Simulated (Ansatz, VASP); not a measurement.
Given: the input of a run of VASP 6.6.1 on Fe.

INCAR

```
SYSTEM = Fe
ALGO = Normal
EDIFF = 1E-7
ENCUT = 520
GGA = PE
ISIF = 2
ISMEAR = -1
ISPIN = 2
LASPH = .TRUE.
LCHARG = .FALSE.
LMAXMIX = 4
LORBIT = 11
LREAL = .FALSE.
LWAVE = .FALSE.
MAGMOM = 2.25 2.25
NBANDS = 19
NELM = 150
NUPDOWN = 4.5
PREC = Accurate
SIGMA = 0.05
```

The input KPOINTS:

```
k-points
0
G
  10 10 6
  0 0 0
```

POSCAR

```
Fe
1.0
    2.4341575853      0.0000000000      0.0000000000
   -1.2170787927      2.1080423057      0.0000000000
    0.0000000000      0.0000000000      3.8419344700
Fe
2
Direct
    0.6666666667      0.3333333333      0.7500000000
    0.3333333333      0.6666666667      0.2500000000
```

Potentials or basis: VASP PAW PBE potentials, release 64 (Fe).

The run is started by

```sh
$ cat potpaw_PBE.64/Fe/POTCAR > POTCAR
$ mpirun -np 1 vasp_std > vasp.out
```

Problem. Set up the same calculation for Ansatz 0.2.0. Potentials there: Ansatz PAW.

Solution. As run (the cutoff follows the program's own potentials):

File input.yaml:

```yaml
crystal:
  lattice:
    - [2.4341575853, 0.0, 0.0]
    - [-1.2170787927, 2.1080423057, 0.0]
    - [0.0, 0.0, 3.84193447]
  atoms:
    - { symbol: Fe, position: [0.6666666667, 0.3333333333, 0.75], spin: 2.25 }
    - { symbol: Fe, position: [0.3333333333, 0.6666666667, 0.25], spin: 2.25 }
hamiltonian:
  xc: pbe
  pseudopotentials: { kind: paw }
magnetization:
  spin_polarized: true
  initial_magnetization: 4.5
  spin_locking: { lock_magnetization: hard }
kpoints:
  mp_grid: { grid: [10, 10, 6] }
scf:
  occupations: { method: fermi_dirac, width: 0.05 }
  lower_state_search: "off"
output:
  forces: true
  stress: true
  eigenvalues: true
```

Potentials or basis: Ansatz PAW.

Run with:

```console
$ ansatz run input.yaml --threads 2 --pin off --max-ram 5632MiB --backend cpu --events-out ev --progress --plain --runs-dir out
```

Both were run:

|  | VASP | Ansatz | Ansatz less VASP |
| --- | --- | --- | --- |
| net moment per atom (μB) | 2.25 | 2.25 | 0.000 |
| size of the moment on the site where the two differ most (μB) | 2.21 | 2.23 | +0.017 |

Site moments also hang on the region over which each program counts them. VASP's potentials hold 16 valence electrons a cell and Ansatz's 32, so a difference there can come from the potentials and not from the codes.
